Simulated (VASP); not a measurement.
# C (a cell with a defect) in VASP: a series of runs, part 2 of 2

VASP 6.6.1. The steps go on from the part before.

## 4. Single point, PBE

INCAR

```
ALGO = Normal
EDIFF = 1E-7
ENCUT = 520
GGA = PE
ISIF = 2
ISMEAR = 0
LASPH = True
LCHARG = False
LREAL = Auto
LWAVE = False
NBANDS = 43
NELM = 100
PREC = Accurate
SIGMA = 0.05
```

KPOINTS

```
k-points
0
Gamma
  6 6 6
```

POSCAR

```
C
1.0
    3.5715485858      0.0000000000     -3.5715485858
    0.0000000000      3.5715485858     -3.5715485858
    3.5715485858      3.5715485858      0.0000000000
C
15
Direct
    0.2500000000      0.2500000000      0.2500000000
    0.2500000000      0.7500000000      0.7500000000
    0.2500000000      0.7500000000      0.2500000000
    0.7500000000      0.2500000000      0.7500000000
    0.7500000000      0.2500000000      0.2500000000
    0.7500000000      0.7500000000      0.7500000000
    0.7500000000      0.7500000000      0.2500000000
    0.1250000000      0.1250000000      0.1250000000
    0.1250000000      0.1250000000      0.6250000000
    0.1250000000      0.6250000000      0.1250000000
    0.1406250000      0.5781250000      0.6406250000
    0.6250000000      0.1250000000      0.1250000000
    0.6250000000      0.1250000000      0.6250000000
    0.6250000000      0.6250000000      0.1250000000
    0.6250000000      0.6250000000      0.6250000000
```

Potentials or basis: VASP PAW PBE potentials, release 64 (C).

Started as:

```
$ cat potpaw_PBE.64/C/POTCAR > POTCAR
$ mpirun -np 1 vasp_std > vasp.out
```

OUTCAR:

```text
EDIFF = 1E-7
   ENCUT = 520
   GGA = PE
   ISIF = 2
   ISMEAR = 0
   LASPH = True
   LREAL = Auto
   NELM = 100
   PREC = Accurate

 ion  position               nearest neighbor table
   1  0.250  0.250  0.250-   8 1.55   9 1.55  10 1.55  12 1.55
   2  0.250  0.750  0.750-   9 1.55  10 1.55  15 1.55  11 1.62
   3  0.250  0.750  0.250-   8 1.55  10 1.55  14 1.55  11 1.62
   4  0.750  0.250  0.750-   9 1.55  12 1.55  13 1.55  15 1.55
   5  0.750  0.250  0.250-   8 1.55  12 1.55  13 1.55  14 1.55
[... 1327 lines left out ...]
  volume of cell :       91.12
      direct lattice vectors                 reciprocal lattice vectors
     3.571548586  0.000000000 -3.571548586     0.139995296 -0.139995296 -0.139995296
     0.000000000  3.571548586 -3.571548586    -0.139995296  0.139995296 -0.139995296
     3.571548586  3.571548586  0.000000000     0.139995296  0.139995296  0.139995296

 POSITION                                       TOTAL-FORCE (eV/Angst)
 -----------------------------------------------------------------------------------
      1.78577      1.78577     -1.78577        -0.051612      0.051612     -0.808867
      3.57155      5.35732     -3.57155         1.162243     -0.379386      0.379386
      1.78577      3.57155     -3.57155         0.379386     -1.162243      0.379386
      5.35732      3.57155     -3.57155        -0.051612      0.808867     -0.051612
      3.57155      1.78577     -3.57155        -0.808867      0.051612     -0.051612
      5.35732      5.35732     -5.35732         0.379386     -0.379386      1.162243
      3.57155      3.57155     -5.35732        -0.000766      0.000766     -0.000766
      0.89289      0.89289     -0.89289         2.215509      2.180343      2.215509
      2.67866      2.67866     -0.89289        -2.180343     -2.215509      2.215509
      0.89289      2.67866     -2.67866        -0.036210      0.036210     -0.139845
      2.79027      4.35282     -2.56705        -3.120800      3.120800     -3.120800
      2.67866      0.89289     -2.67866         0.074232     -0.074232      0.074232
      4.46444      2.67866     -2.67866         2.215509     -2.215509     -2.180343
      2.67866      2.67866     -4.46444        -0.139845      0.036210     -0.036210
      4.46444      4.46444     -4.46444        -0.036210      0.139845     -0.036210
 -----------------------------------------------------------------------------------
    total drift:                               -0.000603      0.000603     -0.000603

  FREE ENERGIE OF THE ION-ELECTRON SYSTEM (eV)
  ---------------------------------------------------
  free  energy   TOTEN  =      -129.7267380785 eV

  energy  without entropy=     -129.7241020580  energy(sigma->0) =     -129.72542007
```

OSZICAR:

```text
N       E                     dE             d eps       ncg     rms          rms(c)
DAV:   1     0.168480074711E+03    0.16848E+03   -0.31909E+04  2752   0.136E+03
DAV:   2    -0.120332299085E+03   -0.28881E+03   -0.27547E+03  3416   0.261E+02
DAV:   3    -0.133560436466E+03   -0.13228E+02   -0.13095E+02  3536   0.527E+01
DAV:   4    -0.133760831768E+03   -0.20040E+00   -0.19978E+00  3640   0.673E+00
DAV:   5    -0.133764127077E+03   -0.32953E-02   -0.32930E-02  3488   0.873E-01    0.142E+01
DAV:   6    -0.130620314397E+03    0.31438E+01   -0.30481E+00  3405   0.782E+00    0.830E+00
DAV:   7    -0.129727092649E+03    0.89322E+00   -0.23648E+00  3320   0.687E+00    0.249E+00
DAV:   8    -0.129723767003E+03    0.33256E-02   -0.13089E-01  3528   0.170E+00    0.117E+00
DAV:   9    -0.129726625449E+03   -0.28584E-02   -0.27109E-02  3472   0.818E-01    0.336E-01
DAV:  10    -0.129726612206E+03    0.13242E-04   -0.54608E-03  3416   0.359E-01    0.122E-01
DAV:  11    -0.129726711256E+03   -0.99050E-04   -0.83410E-04  3368   0.142E-01    0.338E-02
DAV:  12    -0.129726731151E+03   -0.19895E-04   -0.75975E-05  3440   0.461E-02    0.139E-02
DAV:  13    -0.129726736511E+03   -0.53596E-05   -0.13633E-05  3576   0.193E-02    0.735E-03
DAV:  14    -0.129726738062E+03   -0.15516E-05   -0.26161E-06  3408   0.910E-03    0.192E-03
DAV:  15    -0.129726738079E+03   -0.16044E-07   -0.42862E-07  3208   0.362E-03
   1 F= -.12972674E+03 E0= -.12972542E+03  d E =-.263602E-02
```

It took 9.6 min on 1 thread of Intel Xeon 8259CL, shared host; peak memory 0.26 GiB.

Results:

| Item | Value |
| --- | --- |
| Free energy | -129.7267 eV |
| Pressure | -7.5 GPa |
| Largest force | 5.405 eV/Å |
| Band gap on the k mesh | zero (bands 30 and 31 overlap by 2.15 eV) |

Forces on the atoms (eV/Å):
```
C   -0.052  0.052 -0.809
C    1.162 -0.379  0.379
C    0.379 -1.162  0.379
C   -0.052  0.809 -0.052
C   -0.809  0.052 -0.052
C    0.379 -0.379  1.162
C   -0.001  0.001 -0.001
C    2.216  2.180  2.216
C   -2.180 -2.216  2.216
C   -0.036  0.036 -0.140
C   -3.121  3.121 -3.121
C    0.074 -0.074  0.074
C    2.216 -2.216 -2.180
C   -0.140  0.036 -0.036
C   -0.036  0.140 -0.036
```

Levels at points of the mesh, in eV from the Fermi level:
```tsv
k point	band 28	band 29	band 30	band 31	band 32	band 33
(0.00, 0.00, 0.00)	-1.79	-1.79	1.85	1.93	1.93	4.16
(0.50, 0.00, 0.00)	-2.48	-2.46	-2.24	1.16	1.24	5.31
(0.00, 0.50, 0.00)	-2.12	-2.12	-2.10	0.88	0.88	5.48
(0.50, 0.50, 0.00)	-3.54	-3.33	-2.05	0.19	0.51	4.12
```

Caveat: the cell differs from its parent crystal (atoms taken out, atom 11 moved 0.125 of the way to it and +0.000 Å across, host rigid).

## 5. Single point, PBE

INCAR

```
PREC     = Accurate       # precision mode
ENCUT    = 520            # plane-wave cutoff, eV
EDIFF    = 1E-7           # SCF threshold, eV
ISMEAR   = 0              # smearing method
SIGMA    = 0.05           # smearing width, eV
LREAL    = Auto         
LASPH    = True           # aspherical terms in the spheres
NELM     = 60             # most SCF steps
ALGO     = Normal         # electronic algorithm
ISIF     = 2              # what is computed and relaxed
LWAVE    = False          # write WAVECAR
LCHARG   = False          # write CHGCAR
GGA      = PE             # functional
NBANDS   = 43             # bands
```

KPOINTS

```
Automatic mesh
0
Gamma
  6 6 6
```

Edit POSCAR of step 4 so:

```diff
@@ -18,3 +18,3 @@
     0.1250000000      0.6250000000      0.1250000000
-    0.1406250000      0.5781250000      0.6406250000
+    0.1093750000      0.6718750000      0.6093750000
     0.6250000000      0.1250000000      0.1250000000
```

Started as:

```
$ cat potpaw_PBE.64/C/POTCAR > POTCAR
$ mpirun -np 1 vasp_std > vasp.out
```

It took 9.7 min on 1 thread of Intel Xeon 8259CL, shared host; peak memory 0.26 GiB.

The run converged. Its results:

```
Free energy            : -130.8866 eV
Pressure               : -2.7 GPa
Largest force          : 2.280 eV/Å
Band gap on the k mesh : zero (bands 30 and 31 overlap by 1.83 eV)
```

Forces on the atoms (eV/Å):
```
C    0.041 -0.041 -0.629
C    0.523  0.563 -0.563
C   -0.563 -0.523 -0.563
C    0.041  0.629  0.041
C   -0.629 -0.041  0.041
C   -0.563  0.563  0.523
C    0.001 -0.001  0.001
C    1.267  1.409  1.267
C   -1.409 -1.267  1.267
C   -0.045  0.045  0.255
C   -0.147  0.147 -0.147
C    0.004 -0.004  0.004
C    1.267 -1.267 -1.409
C    0.255  0.045 -0.045
C   -0.045 -0.255 -0.045
```

Stress tensor (GPa, compression positive):
```
-2.69 -2.60  2.60
-2.60 -2.69 -2.60
 2.60 -2.60 -2.69
```

Levels at points of the mesh, in eV from the Fermi level:
```csv
k point,band 28,band 29,band 30,band 31,band 32,band 33
"(0.00, 0.00, 0.00)",-2.42,-2.40,1.54,1.54,1.60,3.66
"(0.50, 0.00, 0.00)",-3.01,-2.99,-2.27,0.84,1.10,4.85
"(0.00, 0.50, 0.00)",-3.25,-3.25,-2.01,1.06,1.06,4.74
"(0.50, 0.50, 0.00)",-4.10,-3.09,-2.44,0.33,0.36,3.54
```

## 6. Summary

```csv
cell,gap on the mesh (eV),pressure (GPa),largest force (eV/Å)
"as given, atomic positions A",none,-5.2,3.08
"as given, atomic positions B",none,-2.7,2.28
"as given, atomic positions C",none,-7.5,5.41
```

Alike in all rows: task single point; level PBE; potentials or basis VASP PAW PBE potentials, release 64 (C); no spin polarisation; k mesh 6 × 6 × 6; cutoff (eV) 520; smearing gaussian 0.05 eV.

Absolute energies hang on the potentials; compare differences alone.
